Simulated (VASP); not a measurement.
A run of VASP 6.6.1 is set up as follows.

Contents of POSCAR:

```
Sn
1.0
    0.0000000000      3.2602498312      3.2602498312
    3.2602498312      0.0000000000      3.2602498312
    3.2602498312      3.2602498312      0.0000000000
Sn
2
Direct
    0.5000000000      0.5000000000      0.5000000000
    0.7500000000      0.7500000000      0.7500000000
```

File INCAR.step1:

```
SYSTEM = Sn
PREC = Accurate
ENCUT = 520
ISMEAR = -1
SIGMA = 0.1
LREAL = .FALSE.
LASPH = .TRUE.
NELM = 80
NBANDS = 21
GGA = PE
ALGO = Normal
EDIFF = 1E-4
LWAVE = .TRUE.
LCHARG = .FALSE.
```

INCAR.step2

```
SYSTEM = Sn
PREC = Accurate
ENCUT = 520
EDIFF = 1E-6
ISMEAR = -1
SIGMA = 0.1
LREAL = .FALSE.
LASPH = .TRUE.
NELM = 80
ALGO = Normal
ISIF = 2
LWAVE = .FALSE.
LCHARG = .FALSE.
METAGGA = R2SCAN
LMIXTAU = .TRUE.
NBANDS = 21
ISTART = 1
```

KPOINTS

```
Automatic mesh
0
G
  14 14 14
  0 0 0
```

Potentials or basis: VASP PAW PBE potentials, release 64 (Sn_d).

Run with:

```sh
$ cat potpaw_PBE.64/Sn_d/POTCAR > POTCAR
$ cp INCAR.step1 INCAR
$ mpirun -np 1 vasp_std > vasp.out
$ cp INCAR.step2 INCAR
$ mpirun -np 1 vasp_std > vasp.out
```

(1) Estimate the band gap on the k mesh.

(2) Estimate the pressure.

## Answers

(1) zero (filled and empty bands touch).

(2) 0.9 GPa.

Caveat: the PAW data sets were made with another functional, which shifts forces and pressure a little; spin-orbit coupling is left out, which moves the levels of the heavy elements.
